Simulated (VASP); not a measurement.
Li:

```
CELL_PARAMETERS angstrom
-1.75465 1.75465 1.75465
1.75465 -1.75465 1.75465
1.75465 1.75465 -1.75465
ATOMIC_POSITIONS crystal
Li 0.00000 0.00000 0.00000
```

| Property | Result |
| --- | --- |
| Program | VASP 6.6.1 |
| Task | relaxation of cell and atoms |
| Functional | PBE |
| Dispersion | D4 |
| Potentials or basis | VASP PAW PBE potentials, release 64 (Li_sv) |
| Cutoff | 750 eV |
| k mesh | 11 × 11 × 11, shifted |
| Occupations | fermi-dirac, width 0.1 eV |
| Spin | no spin polarisation |

At the start: pressure -1.0 GPa; volume 21.61 Å³/atom.

**Question.** Where does the relaxation end?

**Answer.** Over 4 steps the energy falls by 5.6 meV/atom and the volume is 19.96 Å³/atom (-7.6 %); space group Im-3m (No. 229, to 0.1 Å) before and after.

The path:
| step | energy change (eV) | largest force (eV/Å) | pressure (GPa) | volume (Å³) |
| --- | --- | --- | --- | --- |
| 1 | 0.0000 | 0.0000 | -1.03 | 21.61 |
| 2 | -0.0025 | 0.0000 | -0.79 | 21.18 |
| 3 | -0.0055 | 0.0000 | -0.12 | 20.13 |
| 4 | -0.0056 | 0.0000 | 0.01 | 19.96 |

Final structure:
```
Li
1.0
    -1.70877    1.70877    1.70877
     1.70877   -1.70877    1.70877
     1.70877    1.70877   -1.70877
Li
1
Cartesian
  0.0000 0.0000 0.0000
```
